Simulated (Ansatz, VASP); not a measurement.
## Two plane-wave programs on Al2Cl2F

INCAR

```
SYSTEM = Al2Cl2F
PREC     = Accurate       ! precision mode
ENCUT    = 520            ! plane-wave cutoff, eV
EDIFF    = 1E-7           ! SCF threshold, eV
ISMEAR   = 0              ! smearing method
SIGMA    = 0.1            ! smearing width, eV
LREAL    = .FALSE.        ! projectors in reciprocal space
LASPH    = .TRUE.         ! aspherical terms in the spheres
NELM     = 100            ! most SCF steps
ALGO     = Normal         ! electronic algorithm
ISIF     = 2              ! what is computed and relaxed
LWAVE    = .FALSE.        ! write WAVECAR
LCHARG   = .TRUE.         ! write CHGCAR
GGA      = PE             ! functional
LELF     = .TRUE.         ! ELF
LVHAR    = .TRUE.       
NBANDS   = 22             ! bands
```

The input KPOINTS:

```
regular mesh
0
G
  6 6 6
  0 0 0
```

The input POSCAR:

```
Al2Cl2F
1.0
    2.3178870100      1.3382326900      5.1719113300
   -2.3178870100      1.3382326900      5.1719113300
    0.0000000000     -2.6764653800      5.1719113300
Al Cl F
2 2 1
Direct
    0.9008751900      0.9008751900      0.9008751900
    0.0991248100      0.0991248100      0.0991248100
    0.3607480400      0.3607480400      0.3607480400
    0.6392519600      0.6392519600      0.6392519600
    0.0000000000      0.0000000000      0.0000000000
```

Input for Ansatz:

```yaml
crystal:
  lattice:
    - [2.31788701, 1.33823269, 5.17191133]
    - [-2.31788701, 1.33823269, 5.17191133]
    - [0.0, -2.67646538, 5.17191133]
  atoms:
    - { symbol: Al, position: [0.90087519, 0.90087519, 0.90087519] }
    - { symbol: Al, position: [0.09912481, 0.09912481, 0.09912481] }
    - { symbol: Cl, position: [0.36074804, 0.36074804, 0.36074804] }
    - { symbol: Cl, position: [0.63925196, 0.63925196, 0.63925196] }
    - { symbol: F, position: [0.0, 0.0, 0.0] }
basis:
  ecutwfc: 420
kpoints:
  mp_grid: { grid: [6, 6, 6] }
hamiltonian:
  xc: pbe
scf:
  occupations: { method: gaussian, width: 0.1 }
  lower_state_search: "off"
output:
  forces: true
  stress: true
  eigenvalues: true
```

Alike in both runs: task single point; functional PBE; k mesh 6 × 6 × 6; occupations gaussian, width 0.1 eV; no spin polarisation.

```csv
,VASP,Ansatz
version,VASP 6.6.1,Ansatz 0.2.0
potentials or method,"VASP PAW PBE potentials, release 64 (Al, Cl, F), cutoff 520 eV","scalar-relativistic, plane waves, PAW"
valence electrons in the cell,27,27
```

```csv
,VASP,Ansatz,Ansatz less VASP
gap on the k mesh at the Fermi level (eV),none,none,-
pressure (GPa),15.8,15.6,-0.27
"traceless stress, the component that is largest in VASP (GPa)",19.77,18.94,-0.830
rms of the force components (eV/Å),2.836,2.752,-0.0833
```

Atom by atom the forces differ by 0.087 eV/Å (rms over components). A gap of «none» marks a metal or a gap that the smearing closes. With one functional, cell and mesh, what is left measures potentials, basis and numerics.
